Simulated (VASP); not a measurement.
# SiO (Pm-3m) in VASP: further runs

Runs on SiO. Level: PBEsol. Tasks: relaxation of cell and atoms.

Program: VASP 6.6.1. These are calculated values, not measurements. Logs are shortened: lines on timing, memory, paths and dates and some standing lists are left out, and cuts for length are marked.

## 1. The cell of the first run

The structure is cubic, space group Pm-3m (No. 221). The conventional cell has a = 2.807 Å, b = 2.807 Å, c = 2.807 Å, α = 90.00°, β = 90.00°, γ = 90.00°. Si (site symmetry m-3m) has 8 O at 2.43 Å and 6 Si at 2.81 Å within 3.2 Å. Within 3.2 Å of O (site symmetry m-3m) lie 8 Si at 2.43 Å and 6 O at 2.81 Å.

## 2. Relaxation of cell and atoms, PBEsol, target pressure 5 GPa, at which the enthalpy is minimised

File INCAR:

```
SYSTEM = SiO
ALGO = Normal ; EDIFF = 1E-7
EDIFFG = -0.01 ; ENCUT = 600
GGA = PS ; IBRION = 2
ISIF = 3 ; ISMEAR = -1
LASPH = .TRUE. ; LCHARG = .FALSE.
LREAL = .FALSE. ; LWAVE = .FALSE.
NELM = 100 ; NSW = 60
PREC = Accurate ; PSTRESS = 50.0
SIGMA = 0.05
```

File KPOINTS:

```
k-points
0
G
  9 9 9
  0 0 0
```

File POSCAR:

```
SiO
1.0
    2.8069700000      0.0000000000      0.0000000000
    0.0000000000      2.8069700000      0.0000000000
    0.0000000000      0.0000000000      2.8069700000
Si O
1 1
Direct
    0.0000000000      0.0000000000      0.0000000000
    0.5000000000      0.5000000000      0.5000000000
```

Potentials or basis: VASP PAW PBE potentials, release 64 (Si, O).

Started as:

```sh
$ cat potpaw_PBE.64/Si/POTCAR potpaw_PBE.64/O/POTCAR > POTCAR
$ mpirun -np 1 vasp_std > vasp.out
```

OUTCAR:

```text
SYSTEM = SiO
   EDIFF = 1E-7
   EDIFFG = -0.01
   ENCUT = 600
   GGA = PS
   IBRION = 2
   ISIF = 3
   ISMEAR = -1
   LASPH = .TRUE.
   LREAL = .FALSE.
   NELM = 100
   NSW = 60
   PREC = Accurate
   PSTRESS = 50.0

 ion  position               nearest neighbor table
   1  0.000  0.000  0.000-   2 2.43   2 2.43   2 2.43   2 2.43   2 2.43   2 2.43   2 2.43   2 2.43

   2  0.500  0.500  0.500-   1 2.43   1 2.43   1 2.43   1 2.43   1 2.43   1 2.43   1 2.43   1 2.43

  LATTYP: Found a simple cubic cell.
 ALAT       =     2.8069700000

  Lattice vectors:

 A1 = (   2.8069700000,   0.0000000000,   0.0000000000)
 A2 = (   0.0000000000,   2.8069700000,   0.0000000000)
 A3 = (   0.0000000000,   0.0000000000,   2.8069700000)

Analysis of symmetry for initial positions (statically):
=====================================================================
 Subroutine PRICEL returns:
 Original cell was already a primitive cell.

 Routine SETGRP: Setting up the symmetry group for a
 simple cubic supercell.

 Subroutine GETGRP returns: Found 48 space group operations
 (whereof 48 operations were pure point group operations)
 out of a pool of 48 trial point group operations.

The static configuration has the point symmetry O_h .

Analysis of symmetry for dynamics (positions and initial velocities):
=====================================================================
 Subroutine PRICEL returns:
 Original cell was already a primitive cell.

 Routine SETGRP: Setting up the symmetry group for a
 simple cubic supercell.

 Subroutine GETGRP returns: Found 48 space group operations
 (whereof 48 operations were pure point group operations)
 out of a pool of 48 trial point group operations.

The dynamic configuration has the point symmetry O_h .

 Subroutine INISYM returns: Found 48 space group operations
 (whereof 48 operations are pure point group operations),
 and found     1 'primitive' translations

----------------------------------------------------------------------------------------

                                     Primitive cell

  volume of cell :      22.1163

  direct lattice vectors                    reciprocal lattice vectors
     2.806970000  0.000000000  0.000000000     0.356256034  0.000000000  0.000000000
     0.000000000  2.806970000  0.000000000     0.000000000  0.356256034  0.000000000
     0.000000000  0.000000000  2.806970000     0.000000000  0.000000000  0.356256034

[... 90 lines left out ...]
   ISYM   =      2    0-nonsym 1-usesym 2-fastsym
   POTIM  = 0.5000    time-step for ionic-motion
   TEBEG  =    0.0;   TEEND  =   0.0 temperature during run
   PSTRESS=   50.0 pullay stress
   NELECT =      10.0000    total number of electrons
   NUPDOWN=      -1.0000    fix difference up-down
   EMIN   =  10.00;   EMAX   =-10.00  energy-range for DOS
   EFERMI =   0.00;   METHOD = LEGACY
   ISMEAR =    -1;   SIGMA  =   0.05  broadening in eV -4-tet -1-fermi 0-gaus
   EFERMI_NEDOS =   21; number of points for ismear=-14 and -15
   IALGO  =     38    algorithm
   IMIX   =      4    mixing-type and parameters
     AMIX     =   0.40;   BMIX     =  1.00
     AMIX_MAG =   1.60;   BMIX_MAG =  1.00
  volume/ion in A,a.u.               =      11.06        74.62
  Fermi-wavevector in a.u.,A,eV,Ry     =   1.256523  2.374484 21.481554  1.578850
  Thomas-Fermi vector in A             =   2.390227
   LORBIT       =      0    0 simple, 1 ext, 2 COOP (PROOUT), +10 PAW based schemes
   GGA     = PS    functional components
   LHFCALC =     F    Hartree Fock is set to
   AEXX    =    0.0000 exact exchange contribution
   IVDW    =     0    specifies the selected vdW correction
   LEPSILON=     F    determine dielectric tensor
   LRPA    =     F    only Hartree local field effects (RPA)
 conjugate gradient relaxation of ions
 non-spin polarized calculation
  energy-cutoff  :      600.00
  volume of cell :       22.12
 maximum number of plane-waves:       748
 NGX is ok and might be reduce to    24
   NGX = 11   NGY = 11   NGZ = 11

--------------------------------------- Ionic step        1  -------------------------------------------

 number of electron      10.0000005 magnetization

 Free energy of the ion-electron system (eV)
  ---------------------------------------------------
  ext. energy  EPLUGINS =         0.00000000
  ---------------------------------------------------
  free energy    TOTEN  =       -11.22265527 eV

  energy without entropy =      -11.22013617  energy(sigma->0) =      -11.22139572

------------------------ aborting loop because EDIFF is reached ----------------------------------------

  FORCE on cell =-STRESS in cart. coord.  units (eV):
  Direction    XX          YY          ZZ          XY          YZ          ZX
  --------------------------------------------------------------------------------------
  -------------------------------------------------------------------------------------
  Total       -0.6746735     -0.6746735     -0.6746735      0.0000000      0.0000000      0.0000000
  in kB      -48.8754660    -48.8754660    -48.8754660      0.0000000      0.0000000      0.0000000
  external PRESSURE =     -98.8754660 kB  Pullay stress =      50.0000000 kB
[... 63 lines left out ...]
--------------------------------------- Ionic step        3  -------------------------------------------

 number of electron       9.9999995 magnetization

 Free energy of the ion-electron system (eV)
  ---------------------------------------------------
  ext. energy  EPLUGINS =         0.00000000
  ---------------------------------------------------
  free energy    TOTEN  =       -11.22465969 eV

  energy without entropy =      -11.22121688  energy(sigma->0) =      -11.22293829

 E-fermi :   9.0880     XC(G=0): -11.9296

 val. band max:        8.9077433837   @ k =   0.2222   0.2222   0.2222
 cond. band min:       9.1447095724   @ k =   0.4444   0.3333   0.3333
 fundamental gap:      0.2369661887
 Fermi energy:         9.0880239621

 k-point     1 :       0.0000    0.0000    0.0000
  band No.  band energies     occupation
      1     -11.5598      2.00000
      2       2.2829      2.00000
      3       5.3513      2.00000
      4       5.3513      2.00000
      5       5.3513      2.00000
      6      14.7098      0.00000
      7      14.7098      0.00000
      8      17.7555      0.00000
      9      17.7555      0.00000
[... 265 lines left out ...]
 k-point    24 :       0.4444    0.3333    0.1111
  band No.  band energies     occupation
      1      -9.4639      2.00000
      2      -0.0175      2.00000
      3       2.1161      2.00000
      4       6.0103      2.00000
      5       6.3368      2.00000
      6      11.7703      0.00000
      7      12.5421      0.00000
      8      16.8107      0.00000
      9      19.3989      0.00000

 [... further k-points ...]
[... 5 lines left out ...]
  --------------------------------------------------------------------------------------
  -------------------------------------------------------------------------------------
  Total        0.6387131      0.6387131      0.6387131      0.0000000     -0.0000000      0.0000000
  in kB       49.6712495     49.6712495     49.6712495      0.0000000     -0.0000000      0.0000000
  external PRESSURE =      -0.3287505 kB  Pullay stress =      50.0000000 kB
[... 21 lines left out ...]
  energy  without entropy=      -11.2212168826  energy(sigma->0) =      -11.22293829

  enthalpy is  TOTEN    =       -10.5817192124 eV   P V=        0.6429404757

 reached required accuracy - stopping structural energy minimisation
```

OSZICAR:

```text
N       E                     dE             d eps       ncg     rms          rms(c)
DAV:   1     0.212858381292E+02    0.21286E+02   -0.58715E+03   646   0.110E+03
DAV:   2    -0.115241314571E+02   -0.32810E+02   -0.31641E+02   888   0.163E+02
DAV:   3    -0.123100754893E+02   -0.78594E+00   -0.78523E+00   717   0.268E+01
[... 27 lines left out ...]
DAV:   3    -0.112255471420E+02    0.10854E-01   -0.75404E-02   653   0.194E+00    0.195E-01
DAV:   4    -0.112246870905E+02    0.86005E-03   -0.19144E-03   645   0.427E-01    0.391E-02
DAV:   5    -0.112246618797E+02    0.25211E-04   -0.63163E-05   731   0.728E-02    0.180E-02
DAV:   6    -0.112246595904E+02    0.22894E-05   -0.22158E-06   658   0.176E-02    0.169E-03
DAV:   7    -0.112246596881E+02   -0.97684E-07   -0.62652E-08   352   0.255E-03
   3 F= -.10581719E+02 E0= -.10579998E+02  d E =-.492604E-01
```

CONTCAR:

```text
SiO
   1.00000000000000
     2.7413876277928546    0.0000000000000000    0.0000000000000000
     0.0000000000000000    2.7413876277928546    0.0000000000000000
    -0.0000000000000000    0.0000000000000000    2.7413876277928546
  Si              O
     1     1
Direct
     0.0000000000000000    0.0000000000000000    0.0000000000000000
     0.5000000000000000    0.5000000000000000    0.5000000000000000

  0.00000000E+00  0.00000000E+00  0.00000000E+00
  0.00000000E+00  0.00000000E+00  0.00000000E+00
```

It took 7 s on 1 thread of Intel Xeon 6975P-C (Granite Rapids), shared host; peak memory 0.13 GiB.

What came out:

```
Free energy                                            : -11.2247 eV
Relaxed volume                                         : 10.30 Å³/atom
Relaxed cell                                           : a = 2.741 Å, b = 2.741 Å, c = 2.741 Å, α = 90.00°, β = 90.00°, γ = 90.00°
Space group after relaxing (to 0.05 Å)                 : Pm-3m (No. 221)
Energy change on relaxing (the enthalpy is what falls) : -1.0 meV/atom
Ionic steps                                            : 3
Pressure after relaxing                                : 5.0 GPa
Band gap on the k mesh                                 : zero (band 5 reaches 9.21 eV, above the bottom of band 6 at 8.30 eV)
```

Step by step:
```csv
step,energy change (eV),largest force (eV/Å),pressure (GPa),volume (Å³)
1,0.0000,0.0000,-4.89,22.12
2,0.0257,0.0000,9.97,20.00
3,-0.0020,0.0000,4.97,20.60
```

Final structure:
```xyz
2
Lattice="2.7414 0.0000 0.0000 0.0000 2.7414 0.0000 0.0000 0.0000 2.7414" Properties=species:S:1:pos:R:3 pbc="T T T"
Si    0.0000    0.0000    0.0000
O     1.3707    1.3707    1.3707
```

Levels at points of the mesh, in eV from the Fermi level:
| k point | band 1 | band 2 | band 3 | band 4 | band 5 | band 6 | band 7 | band 8 | band 9 |
| --- | --- | --- | --- | --- | --- | --- | --- | --- | --- |
| (0.00, 0.00, 0.00) | -20.65 | -6.81 | -3.74 | -3.74 | -3.74 | 5.62 | 5.62 | 8.67 | 8.67 |

Caveat: the cell is relaxed towards a set pressure, so the enthalpy falls and the energy may rise; the PAW data sets were made with another functional, which shifts forces and pressure a little.

## 3. Relaxation of cell and atoms, PBEsol, target pressure 10 GPa, at which the enthalpy is minimised

File INCAR:

```
ALGO = Normal
EDIFF = 1E-6
EDIFFG = -0.01
ENCUT = 600
GGA = PS
IBRION = 2
ISIF = 3
ISMEAR = -1
LASPH = True
LCHARG = False
LREAL = False
LWAVE = False
NELM = 60
NSW = 60
PREC = Accurate
PSTRESS = 100.0
SIGMA = 0.05
```

File KPOINTS:

```
k-points
0
Gamma
  9 9 9
```

POSCAR is that of step 2.

Potentials or basis: VASP PAW PBE potentials, release 64 (Si, O).

Started as:

```sh
$ cat potpaw_PBE.64/Si/POTCAR potpaw_PBE.64/O/POTCAR > POTCAR
$ mpirun -np 1 vasp_std > vasp.out
```

It took 7.9 s on 1 thread of Intel Xeon 6975P-C (Granite Rapids), shared host; peak memory 0.13 GiB.

The run converged. Its results:

```yaml
Free_energy: -11.1970 eV
Relaxed_volume: 10.00 Å³/atom
Relaxed_cell: a = 2.715 Å, b = 2.715 Å, c = 2.715 Å, α = 90.00°, β = 90.00°, γ = 90.00°
Space_group_after_relaxing_to_0.05_Å: Pm-3m (No. 221)
Energy_change_on_relaxing_the_enthalpy_is_what_falls: +12.8 meV/atom
Ionic_steps: 3
Pressure_after_relaxing: 10.0 GPa
Band_gap_on_the_k_mesh: zero (band 5 reaches 9.71 eV, above the bottom of band 6 at 8.67 eV)
```

The path:
| step | energy change (eV) | largest force (eV/Å) | pressure (GPa) | volume (Å³) |
| --- | --- | --- | --- | --- |
| 1 | 0.0000 | 0.0000 | -4.88 | 22.12 |
| 2 | 0.1197 | 0.0000 | 20.09 | 18.99 |
| 3 | 0.0257 | 0.0000 | 9.99 | 20.00 |

Final structure:
```
CELL_PARAMETERS angstrom
2.71457 0.00000 0.00000
0.00000 2.71457 0.00000
0.00000 0.00000 2.71457
ATOMIC_POSITIONS crystal
Si 0.00000 0.00000 0.00000
O 0.50000 0.50000 0.50000
```

Levels at points of the mesh, in eV from the Fermi level:
| k point | band 2 | band 3 | band 4 | band 5 | band 6 | band 7 | band 8 | band 9 |
| --- | --- | --- | --- | --- | --- | --- | --- | --- |
| (0.00, 0.00, 0.00) | -6.70 | -3.87 | -3.87 | -3.87 | 5.56 | 5.56 | 8.96 | 8.96 |

Caveat: the cell is relaxed towards a set pressure, so the enthalpy falls and the energy may rise; the PAW data sets were made with another functional, which shifts forces and pressure a little.
